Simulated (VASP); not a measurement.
Set up this calculation in VASP 6.6.1, as the native input.

```
Task                   : single point
Functional             : RPBE
Potentials or basis    : VASP PAW PBE potentials, release 64 (Y_sv)
Cutoff                 : 520 eV
k mesh                 : 7 × 7 × 10
Occupations            : fermi-dirac, width 0.1 eV
Spin                   : no spin polarisation
Dipole correction      : no
Further INCAR settings : ALGO = Normal; EDIFF = 1e-07; NBANDS = 24
```

The structure of Y lies in POSCAR:

```
Y
1.0
    5.4897646370      0.0000000000      0.0000000000
   -2.7448823185      4.7542756364      0.0000000000
    0.0000000000      0.0000000000      3.4262969448
Y
3
Direct
    1.0000000000      0.0000000000      1.0000000000
    0.3333333333      0.6666666667      0.5000000000
    0.6666666667      0.3333333333      0.5000000000
```

This isn't the form of Y at room conditions, which is hcp.

These files were run (other wordings do the same):

INCAR

```
PREC = Accurate
ENCUT = 520
EDIFF = 1E-7
ISMEAR = -1
SIGMA = 0.1
LREAL = False
LASPH = True
NELM = 80
ALGO = Normal
ISIF = 2
LWAVE = False
LCHARG = True
GGA = RP
LELF = True
LVHAR = True
NBANDS = 24
```

KPOINTS

```
Automatic mesh
0
Gamma
  7 7 10
```

Potentials or basis: VASP PAW PBE potentials, release 64 (Y_sv).

The run is started by

```console
$ cat potpaw_PBE.64/Y_sv/POTCAR > POTCAR
$ mpirun -np 1 vasp_std > vasp.out
```

It gave:

```
Pressure               : 5.6 GPa
Band gap on the k mesh : zero (an odd number of electrons rules out a gap without spin polarisation)
```

Caveat: the cell stands under pressure; the PAW data sets were made with another functional, which shifts forces and pressure a little.

Wall time 61 s on 1 thread of Intel(R) Xeon(R) 6975P-C (Granite Rapids), with other jobs on the host, peak memory 0.27 GiB.
